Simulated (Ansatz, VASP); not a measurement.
## Two plane-wave programs on SnO

POSCAR

```
SnO
1.0
    4.2297250000      0.0000000000      0.0000000000
    0.0000000000      3.3742750000      0.0000000000
    0.0000000000      0.0000000000      4.8360000000
Sn O
2 2
Direct
    0.0000000000      0.5000000000      0.2385000000
    0.5000000000      0.0000000000      0.7615000000
    0.0000000000      0.0000000000      0.0000000000
    0.5000000000      0.5000000000      0.0000000000
```

The input INCAR.step1:

```
SYSTEM = SnO
PREC = Accurate
ENCUT = 520
ISMEAR = 0
SIGMA = 0.03
LREAL = .FALSE.
LASPH = .TRUE.
NELM = 80
NBANDS = 28
GGA = PE
ALGO = Normal
EDIFF = 1E-4
LWAVE = .TRUE.
LCHARG = .FALSE.
```

The input INCAR.step2:

```
SYSTEM = SnO
PREC = Accurate
ENCUT = 520
EDIFF = 1E-6
ISMEAR = 0
SIGMA = 0.03
LREAL = .FALSE.
LASPH = .TRUE.
NELM = 80
ALGO = Normal
ISIF = 2
LWAVE = .FALSE.
LCHARG = .FALSE.
METAGGA = R2SCAN
LMIXTAU = .TRUE.
NBANDS = 28
ISTART = 1
```

File KPOINTS:

```
regular mesh
0
G
  10 10 8
  0 0 0
```

Input for Ansatz:

```yaml
crystal:
  lattice:
    - [4.229725, 0.0, 0.0]
    - [0.0, 3.374275, 0.0]
    - [0.0, 0.0, 4.836]
  atoms:
    - { symbol: Sn, position: [0.0, 0.5, 0.2385] }
    - { symbol: Sn, position: [0.5, 0.0, 0.7615] }
    - { symbol: O, position: [0.0, 0.0, 0.0] }
    - { symbol: O, position: [0.5, 0.5, 0.0] }
basis:
  ecutwfc: 500
kpoints:
  mp_grid: { grid: [10, 10, 8] }
hamiltonian:
  xc: r2scan
scf:
  occupations: { method: gaussian, width: 0.03 }
output:
  forces: true
  stress: true
  eigenvalues: true
```

Change from the starting cell: strain +0.1125 x Voigt [1, -1, 0, 0, 0, 0], atoms carried along.

Alike in both runs: task single point; functional r2SCAN; k mesh 10 × 10 × 8; occupations gaussian, width 0.03 eV; no spin polarisation.

|  | VASP | Ansatz |
| --- | --- | --- |
| version | VASP 6.6.1 | Ansatz 0.2.0 |
| potentials or method | VASP PAW PBE potentials, release 64 (Sn_d, O), cutoff 520 eV | scalar-relativistic, plane waves, PAW |
| valence electrons in the cell | 40 | 40 |

```tsv
	VASP	Ansatz	Ansatz less VASP
gap on the k mesh at the Fermi level (eV)	0.15	0.17	+0.013
least direct gap on the mesh (eV)	2.15	2.16	+0.015
pressure (GPa)	7.0	6.4	-0.63
traceless stress, the component that is largest in VASP (GPa)	9.60	9.20	-0.397
rms of the force components (eV/Å)	0.869	0.804	-0.0644
```

VASP's potentials were made for PBE, not for r2SCAN. Atom by atom the forces differ by 0.074 eV/Å (rms over components).
